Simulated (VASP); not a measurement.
Set up this calculation in VASP 6.6.1, as the native input.

```yaml
Task: single point
Functional: revPBE
Potentials_or_basis: VASP PAW PBE potentials, release 64 (K_sv)
Cutoff: 520 eV
k_mesh: 14 × 14 × 14
Occupations: fermi-dirac, width 0.1 eV
Spin: no spin polarisation
Dipole_correction: no
Further_INCAR_settings: ALGO = Normal; EDIFF = 1e-06; NBANDS = 10
```

The structure of K lies in POSCAR:

```
K
1.0
   -2.8150850444      2.8150850444      2.8150850444
    2.8150850444     -2.8150850444      2.8150850444
    2.8150850444      2.8150850444     -2.8150850444
K
1
Direct
    0.0000000000      0.0000000000      0.0000000000
```

One way to write it, as run:

INCAR

```
PREC = Accurate
ENCUT = 520
EDIFF = 1E-6
ISMEAR = -1
SIGMA = 0.1
LREAL = F
LASPH = T
NELM = 80
ALGO = Normal
ISIF = 2
LWAVE = F
LCHARG = F
GGA = RE
NBANDS = 10
```

KPOINTS

```
Automatic mesh
0
Gamma
  14 14 14
```

Potentials or basis: VASP PAW PBE potentials, release 64 (K_sv).

Command:

```bash
$ cat potpaw_PBE.64/K_sv/POTCAR > POTCAR
$ mpirun -np 1 vasp_std > vasp.out
```

It gave:

```
Pressure               : -0.3 GPa
Band gap on the k mesh : zero (an odd number of electrons rules out a gap without spin polarisation)
```

Caveat: the PAW data sets were made with another functional, which shifts forces and pressure a little.

Wall time 81 s on 1 thread of Intel Xeon 8259CL, on a shared host, peak memory 0.25 GiB.
